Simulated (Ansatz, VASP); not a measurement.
## SnO2: VASP beside Ansatz

Contents of INCAR:

```
PREC     = Accurate       # precision mode
ENCUT    = 520            # plane-wave cutoff, eV
EDIFF    = 1E-6           # SCF threshold, eV
ISMEAR   = 0              # smearing method
SIGMA    = 0.05           # smearing width, eV
LREAL    = False          # projectors in reciprocal space
LASPH    = True           # aspherical terms in the spheres
NELM     = 120            # most SCF steps
ALGO     = Normal         # electronic algorithm
ISIF     = 2              # what is computed and relaxed
LWAVE    = False          # write WAVECAR
LCHARG   = False          # write CHGCAR
LDIPOL   = True         
IDIPOL   = 3            
DIPOL    = 0.5 0.5 0.483
GGA      = PS             # functional
NBANDS   = 122            # bands
GGA_COMPAT= False        
NELMDL   = -8
```

The input KPOINTS:

```
Automatic mesh
0
Gamma
  8 4 1
```

POSCAR

```
SnO2
1.0
    3.2120684289      0.0000000000      0.0000000000
    0.0000000000      6.7443406099      0.0000000000
    0.0000000000      0.0000000000     27.1821439912
Sn O
8 16
Direct
    0.0000000000      0.5000000000      0.2759164252
    0.5000000000      0.0000000000      0.2759164252
    0.0000000000      0.0000000000      0.3999747153
    0.5000000000      0.5000000000      0.3999747153
    0.0000000000      0.5000000000      0.5240330054
    0.5000000000      0.0000000000      0.5240330054
    0.0000000000      0.0000000000      0.6480912955
    0.5000000000      0.5000000000      0.6480912955
    0.5000000000      0.3062765059      0.2759164252
    0.5000000000      0.6937234941      0.2759164252
    0.0000000000      0.0000000000      0.3239824361
    0.0000000000      0.5000000000      0.3519087045
    0.5000000000      0.8062765059      0.3999747153
    0.5000000000      0.1937234941      0.3999747153
    0.0000000000      0.5000000000      0.4480407262
    0.0000000000      0.0000000000      0.4759669946
    0.5000000000      0.3062765059      0.5240330054
    0.5000000000      0.6937234941      0.5240330054
    0.0000000000      0.0000000000      0.5720990163
    0.0000000000      0.5000000000      0.6000252847
    0.5000000000      0.8062765059      0.6480912955
    0.5000000000      0.1937234941      0.6480912955
    0.0000000000      0.5000000000      0.6961573064
    0.0000000000      0.0000000000      0.7240835748
```

Input for Ansatz:

```yaml
crystal:
  lattice:
    - [3.2120684289, 0.0, 0.0]
    - [0.0, 6.7443406099, 0.0]
    - [0.0, 0.0, 27.1821439912]
  atoms:
    - { symbol: Sn, position: [0.0, 0.5, 0.2759164252] }
    - { symbol: Sn, position: [0.5, 0.0, 0.2759164252] }
    - { symbol: O, position: [0.5, 0.3062765059, 0.2759164252] }
    - { symbol: O, position: [0.5, 0.6937234941, 0.2759164252] }
    - { symbol: O, position: [0.0, 0.0, 0.3239824361] }
    - { symbol: O, position: [0.0, 0.5, 0.3519087045] }
    - { symbol: Sn, position: [0.0, 0.0, 0.3999747153] }
    - { symbol: Sn, position: [0.5, 0.5, 0.3999747153] }
    - { symbol: O, position: [0.5, 0.8062765059, 0.3999747153] }
    - { symbol: O, position: [0.5, 0.1937234941, 0.3999747153] }
    - { symbol: O, position: [0.0, 0.5, 0.4480407262] }
    - { symbol: O, position: [0.0, 0.0, 0.4759669946] }
    - { symbol: Sn, position: [0.0, 0.5, 0.5240330054] }
    - { symbol: Sn, position: [0.5, 0.0, 0.5240330054] }
    - { symbol: O, position: [0.5, 0.3062765059, 0.5240330054] }
    - { symbol: O, position: [0.5, 0.6937234941, 0.5240330054] }
    - { symbol: O, position: [0.0, 0.0, 0.5720990163] }
    - { symbol: O, position: [0.0, 0.5, 0.6000252847] }
    - { symbol: Sn, position: [0.0, 0.0, 0.6480912955] }
    - { symbol: Sn, position: [0.5, 0.5, 0.6480912955] }
    - { symbol: O, position: [0.5, 0.8062765059, 0.6480912955] }
    - { symbol: O, position: [0.5, 0.1937234941, 0.6480912955] }
    - { symbol: O, position: [0.0, 0.5, 0.6961573064] }
    - { symbol: O, position: [0.0, 0.0, 0.7240835748] }
basis:
  ecutwfc: 420
kpoints:
  mp_grid: { grid: [8, 4, 1] }
hamiltonian:
  xc: pbesol
scf:
  occupations: { method: gaussian, width: 0.05 }
output:
  forces: true
  stress: true
  eigenvalues: true
  write_density: true
  write_potential: true
  elf: true
  volumetric_format: npy
efield:
  axis: 3
  dipole_correction: true
  ramp_width: 0.04
```

Alike in both runs: task single point; functional PBEsol; k mesh 8 × 4 × 1; occupations gaussian, width 0.05 eV; no spin polarisation.

|  | VASP | Ansatz |
| --- | --- | --- |
| version | VASP 6.6.1 | Ansatz 0.2.0 |
| potentials or method | VASP PAW PBE potentials, release 64 (Sn_d, O), cutoff 520 eV | scalar-relativistic, plane waves, PAW |
| valence electrons in the cell | 208 | 208 |

```tsv
	VASP	Ansatz	Ansatz less VASP
gap on the k mesh at the Fermi level (eV)	none	none	-
rms of the force components (eV/Å)	0.525	0.537	+0.0116
```

VASP's potentials were made for PBE, not for PBEsol. A gap of «none» marks a metal or a gap that the smearing closes. Ansatz's warnings: xc potential rough in thin density.
